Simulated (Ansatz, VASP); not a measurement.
# One calculation of BiTe, two programs

```
Bi Te
1.0
     3.14920    3.14920    0.00000
    -3.14920    3.14920    0.00000
     0.00000    0.00000    6.29839
Bi Te
2 2
Direct
  0.00000 0.00000 0.00000
  0.50000 0.50000 0.50000
  0.50000 0.50000 0.00000
  0.00000 0.00000 0.50000
```

Change from the starting cell: equal strain along all axes, cell held, atoms relaxed: -1.5 %.

Alike in both runs: task single point; functional PBEsol; k mesh 12 × 12 × 8; occupations gaussian, width 0.1 eV; no spin polarisation.

```csv
,VASP,Ansatz
version,VASP 6.6.1,Ansatz 0.2.0
potentials or method,"VASP PAW PBE potentials, release 64 (Bi_d, Te), cutoff 520 eV","scalar-relativistic, plane waves, PAW"
valence electrons in the cell,42,62
```

```csv
,VASP,Ansatz,Ansatz less VASP
gap on the k mesh at the Fermi level (eV),none,none,-
pressure (GPa),2.7,2.7,0.00
```

VASP's potentials were made for PBE, not for PBEsol. A gap of «none» marks a metal or a gap that the smearing closes. VASP's potentials hold 42 valence electrons a cell and Ansatz's 62, so a difference there can come from the potentials and not from the codes.

Neither program's run includes spin-orbit coupling.
